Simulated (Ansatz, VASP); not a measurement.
## Two plane-wave programs on TiN

File POSCAR:

```
TiN
1.0
    0.0000000000      2.1190000000      2.1190000000
    2.1190000000      0.0000000000      2.1190000000
    2.1190000000      2.1190000000      0.0000000000
Ti N
1 1
Direct
    0.0000000000      0.0000000000      0.0000000000
    0.5000000000      0.5000000000      0.5000000000
```

INCAR.step1

```
SYSTEM = TiN
ALGO = Normal
EDIFF = 1E-4
ENCUT = 600
GGA = PE
ISMEAR = -1
LASPH = .TRUE.
LCHARG = .FALSE.
LREAL = .FALSE.
LWAVE = .TRUE.
NELM = 100
PREC = Accurate
SIGMA = 0.08
```

File INCAR.step2:

```
SYSTEM = TiN
ALGO = Normal
EDIFF = 1E-7
EDIFFG = -0.002
ENCUT = 600
IBRION = 2
ISIF = 3
ISMEAR = -1
ISTART = 1
LASPH = .TRUE.
LCHARG = .FALSE.
LMIXTAU = .TRUE.
LREAL = .FALSE.
LWAVE = .FALSE.
METAGGA = R2SCAN
NELM = 100
NSW = 100
PREC = Accurate
SIGMA = 0.08
```

File KPOINTS:

```
k-points
0
G
  14 14 14
  0 0 0
```

Input for Ansatz:

```yaml
crystal:
  lattice:
    - [0.0, 2.119, 2.119]
    - [2.119, 0.0, 2.119]
    - [2.119, 2.119, 0.0]
  atoms:
    - { symbol: Ti, position: [0.0, 0.0, 0.0] }
    - { symbol: "N", position: [0.5, 0.5, 0.5] }
kpoints:
  mp_grid: { grid: [14, 14, 14] }
scf:
  occupations: { method: fermi_dirac, width: 0.08 }
hamiltonian:
  xc: r2scan
  pseudopotentials: { kind: paw }
relax:
  f_tol: 0.002
  max_steps: 80
  cell: {}
output:
  forces: true
  stress: true
```

Alike in both runs: task relaxation of cell and atoms; functional r2SCAN; k mesh 14 × 14 × 14; occupations fermi-dirac, width 0.08 eV; no spin polarisation.

```csv
,VASP,Ansatz
version,VASP 6.6.1,Ansatz 0.2.0
potentials or method,"VASP PAW PBE potentials, release 64 (Ti_sv, N)","PAW with Ansatz's default frozen-core files, scalar-relativistic"
plane-wave cutoff (eV),600,500
valence electrons in the cell,17,17
```

```tsv
	VASP	Ansatz	Ansatz less VASP
relaxed volume (Å³/atom)	9.53	9.48	-0.052
relaxed cell length with the largest relative difference (Å)	2.999	2.993	-0.0055
```

VASP's potentials were made for PBE, not for r2SCAN.
